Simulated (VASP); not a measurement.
Here is a VASP 6.6.1 calculation.

INCAR

```
PREC = Accurate
ENCUT = 520
EDIFF = 1E-6
ISMEAR = 0
SIGMA = 0.05
LREAL = False
LASPH = True
NELM = 80
ALGO = Normal
ISIF = 2
LWAVE = False
LCHARG = False
GGA = PE
NBANDS = 11
```

File KPOINTS:

```
Automatic mesh
0
Gamma
  12 12 12
```

Contents of POSCAR:

```
BAs
1.0
    0.0000000000      2.1421946587      3.0290632474
    2.1421946587      0.0000000000      3.0290632474
    2.1421946587      2.1421946587      0.0000000000
B As
1 1
Direct
    0.0000000000      0.0000000000      0.0000000000
    0.7500000000      0.7500000000      0.7500000000
```

Potentials or basis: VASP PAW PBE potentials, release 64 (B, As).

Launch:

```sh
$ cat potpaw_PBE.64/B/POTCAR potpaw_PBE.64/As/POTCAR > POTCAR
$ mpirun -np 1 vasp_std > vasp.out
```

**Question.** Estimate the band gap on the k mesh.

**Answer.** Zero (band 4 reaches 7.58 eV, above the bottom of band 5 at 6.02 eV).

**Question.** What does it give for the pressure?

**Answer.** 2.2 GPa.

Stress tensor (GPa, compression positive):
```
 25.81   0.00   0.00
  0.00  25.81   0.00
  0.00   0.00 -45.06
```
